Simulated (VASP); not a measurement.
A run of VASP 6.6.1:

INCAR

```
  ALGO = Normal
  EDIFF = 1E-6
  ENCUT = 520
  GGA = PE
  ISIF = 2
  ISMEAR = 0
  LASPH = T
  LCHARG = F
  LREAL = F
  LWAVE = F
  NBANDS = 34
  NELM = 60
  PREC = Accurate
  SIGMA = 0.1
```

The input KPOINTS:

```
k-points
0
Gamma
  6 6 6
```

POSCAR

```
Y4I
1.0
    2.9255809300      1.6890849400      4.8687649300
   -2.9255809300      1.6890849400      4.8687649300
    0.0000000000     -3.3781698800      4.8687649300
Y I
4 1
Direct
    0.5000000000      0.5000000000      0.0000000000
    0.0000000000      0.5000000000      0.5000000000
    0.5000000000      0.0000000000      0.5000000000
    0.5000000000      0.5000000000      0.5000000000
    0.0000000000      0.0000000000      0.0000000000
```

Potentials or basis: VASP PAW PBE potentials, release 64 (Y_sv, I).

The run is started by

```bash
$ cat potpaw_PBE.64/Y_sv/POTCAR potpaw_PBE.64/I/POTCAR > POTCAR
$ mpirun -np 1 vasp_std > vasp.out
```

Hardware: 1 thread of AMD EPYC 7R13, with other jobs on the host.

**Question.** How long does it take, and how much memory?

**Answer.** Wall time 7.4 min on 1 thread of AMD EPYC 7R13, on a shared host, peak memory 0.38 GiB. Counts: scf iterations 14, k points 32.
